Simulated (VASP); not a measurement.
# PbSe: single point with PBE+D3(BJ)

PbSe:

```xyz
4
Lattice="2.1549 -6.1339 -0.0460 2.1549 6.1339 0.0460 0.0000 0.0334 4.4505" Properties=species:S:1:pos:R:3 pbc="T T T"
Pb    2.1549   -1.5914    3.3257
Pb    2.1549    1.6248    1.1247
Se    2.1549   -4.4072    3.3046
Se    2.1549    4.4406    1.1459
```

This cell differs from its parent crystal: strain +0.0150 x Voigt [0, 0, 0, 1, 0, 0].

- Program: VASP 6.6.1
- Task: single point
- Functional: PBE
- Dispersion: D3(BJ)
- Potentials or basis: VASP PAW PBE potentials, release 64 (Pb_d, Se)
- Cutoff: 520 eV
- k mesh: 8 × 8 × 6
- Occupations: gaussian, width 0.05 eV
- Spin: no spin polarisation

```yaml
Pressure: -0.9 GPa
Largest_force: 0.138 eV/Å
Band_gap_on_the_k_mesh: 1.08 eV (least direct gap 1.19 eV)
Dispersion_energy_per_atom: -0.360 eV
```

Forces in eV/Å, atoms in the order of the input:
```
Pb   0.000  0.099 -0.002
Pb   0.000 -0.099  0.002
Se   0.000 -0.134  0.035
Se   0.000  0.134 -0.035
```

Stress tensor (GPa, compression positive):
```
-1.02  0.00  0.00
 0.00 -0.74 -0.25
 0.00 -0.25 -1.02
```

Levels at points of the mesh, in eV from the valence-band top:
```
           k point  band 16  band 17  band 18  band 19  band 20  band 21  band 22  band 23  band 24  band 25
(0.00, 0.00, 0.00)    -2.81    -2.15    -1.54    -1.29    -0.38     4.46     4.49     4.69     5.32     5.36
(0.50, 0.00, 0.00)    -1.83    -1.19    -0.91    -0.46    -0.24     1.54     1.65     1.88     2.72     2.72
(0.50, 0.50, 0.00)    -2.42    -1.80    -1.71    -1.08    -0.57     1.16     4.30     4.47     4.62     4.95
(0.00, 0.00, 0.50)    -2.61    -0.89    -0.86    -0.05    -0.01     1.55     1.56     2.34     2.42     4.86
(0.50, 0.00, 0.50)    -4.09    -3.06    -3.01    -1.32    -1.21     3.18     3.18     5.44     5.46     6.10
(0.50, 0.50, 0.50)    -1.01    -1.00    -0.94    -0.40    -0.38     1.33     1.35     2.83     2.84     3.08
```

Run time: 4.8 min on 1 thread of Intel(R) Xeon(R) Platinum 8488C (Sapphire Rapids) (shared host), peak memory 0.51 GiB.

Caveat: the cell differs from its parent crystal (strain +0.0150 x Voigt [0, 0, 0, 1, 0, 0]); spin-orbit coupling is left out, which moves the levels of the heavy elements. A k mesh can miss the band edges.
